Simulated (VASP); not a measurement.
Here is a VASP 6.6.1 calculation.

File INCAR:

```
PREC     = Accurate       # precision mode
ENCUT    = 520            # plane-wave cutoff, eV
EDIFF    = 1E-6           # SCF threshold, eV
ISMEAR   = 0              # smearing method
SIGMA    = 0.05           # smearing width, eV
LREAL    = F              # projectors in reciprocal space
LASPH    = T              # aspherical terms in the spheres
NELM     = 80             # most SCF steps
ALGO     = Normal         # electronic algorithm
ISIF     = 2              # what is computed and relaxed
LWAVE    = F              # write WAVECAR
LCHARG   = F              # write CHGCAR
GGA      = PS             # functional
NBANDS   = 20             # bands
```

KPOINTS

```
Automatic mesh
0
Gamma
  12 12 12
```

Contents of POSCAR:

```
WS2
1.0
    1.5738034023      0.9086358179      6.5615786845
   -1.5738034023      0.9086358179      6.5615786845
    0.0000000000     -1.8172716359      6.5615786845
W S
1 2
Direct
    0.9993284863      0.9993284863      0.9993284863
    0.7479630314      0.7479630314      0.7479630314
    0.5840084823      0.5840084823      0.5840084823
```

Potentials or basis: VASP PAW PBE potentials, release 64 (W_sv, S).

Launch:

```bash
$ cat potpaw_PBE.64/W_sv/POTCAR potpaw_PBE.64/S/POTCAR > POTCAR
$ mpirun -np 1 vasp_std > vasp.out
```

Task: What does it give for the pressure?

Result: -4.7 GPa.

Task: Estimate the band gap on the k mesh.

Result: 1.27 eV (least direct gap 2.05 eV).

Task: Estimate the largest force.

Result: 0.869 eV/Å.

Stress tensor (GPa, compression positive):
```
-2.89  0.00  0.00
 0.00 -2.89  0.00
 0.00  0.00 -8.29
```

Caveat: the cell differs from its parent crystal (strain +0.000 along x and y, +0.030 along z); the cell stands under tension; the PAW data sets were made with another functional, which shifts forces and pressure a little; spin-orbit coupling is left out, which moves the levels of the heavy elements. A k mesh can miss the band edges.
